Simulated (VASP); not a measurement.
GaAs2, 6 atoms in the cell. Symmetry: P4/nmm, No. 129, tetragonal system. The conventional cell has a = 3.765 Å, b = 3.765 Å, c = 7.795 Å, α = 90.00°, β = 90.00°, γ = 90.00°. Within 3.6 Å of Ga (site symmetry 4mm) lie 9 As at 2.73 to 2.89 Å. As (site symmetry -4m2) has 8 As at 2.66 to 3.39 Å and 4 Ga at 2.89 Å within 3.5 Å. Within 3.6 Å of As (site symmetry 4mm) lie 5 Ga at 2.73 to 2.79 Å and 8 As at 3.39 to 3.43 Å. 

- Program: VASP 6.6.1
- Task: single point
- Functional: PBE
- Potentials or basis: VASP PAW PBE potentials, release 64 (Ga_d, As)
- Cutoff: 520 eV
- k mesh: 5 × 5 × 3
- Occupations: methfessel-paxton, width 0.0783 eV
- Spin: no spin polarisation
- Dipole correction: no
- Further INCAR settings: ALGO = Normal; EDIFF = 1e-06; NBANDS = 32

Potentials or basis: VASP PAW PBE potentials, release 64 (Ga_d, As).

The run is started by

```console
$ cat potpaw_PBE.64/Ga_d/POTCAR potpaw_PBE.64/As/POTCAR > POTCAR
$ mpirun -np 1 vasp_std > vasp.out
```

Hardware: 1 thread of Intel Xeon 6975P-C, with other jobs on the host.

Question: Estimate the wall time of this run.

Answer: Run time: 30 s on 1 thread of Intel Xeon 6975P-C, with other jobs on the host, peak memory 0.22 GiB. Counts: scf iterations 13, k points 12.
